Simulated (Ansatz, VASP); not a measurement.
## Two plane-wave programs on AlH2

```
CELL_PARAMETERS angstrom
2.72870 0.00000 0.00000
-1.36435 2.36312 0.00000
0.00000 0.00000 8.75744
ATOMIC_POSITIONS crystal
Al 0.66667 0.33333 0.75000
Al 0.33333 0.66667 0.25000
H 0.33333 0.66667 0.62678
H 0.66667 0.33333 0.37322
H 0.66667 0.33333 0.12678
H 0.33333 0.66667 0.87322
```

Alike in both runs: functional PBE; k mesh 6 × 6 × 4; occupations gaussian, width 0.1 eV; no spin polarisation.

Ansatz relaxed the structure, and its values are those at the end. VASP's run is a single point on that final structure, the one shown.

```csv
,VASP,Ansatz
version,VASP 6.6.1,Ansatz 0.2.0
potentials or method,"VASP PAW PBE potentials, release 64 (Al, H), cutoff 520 eV","scalar-relativistic, plane waves, PAW"
valence electrons in the cell,10,10
```

Ansatz gave:

```
gap on the k mesh at the Fermi level (eV) : none
pressure (GPa)                            : 0.0
```

**Question.** What did VASP give for the same quantities?

**Answer.** gap on the k mesh at the Fermi level (eV): none; pressure (GPa): -0.2.

A gap of «none» marks a metal or a gap that the smearing closes. With one functional, cell and mesh, what is left measures potentials, basis and numerics.

The k mesh is coarse, so the values compare programs but aren't converged.
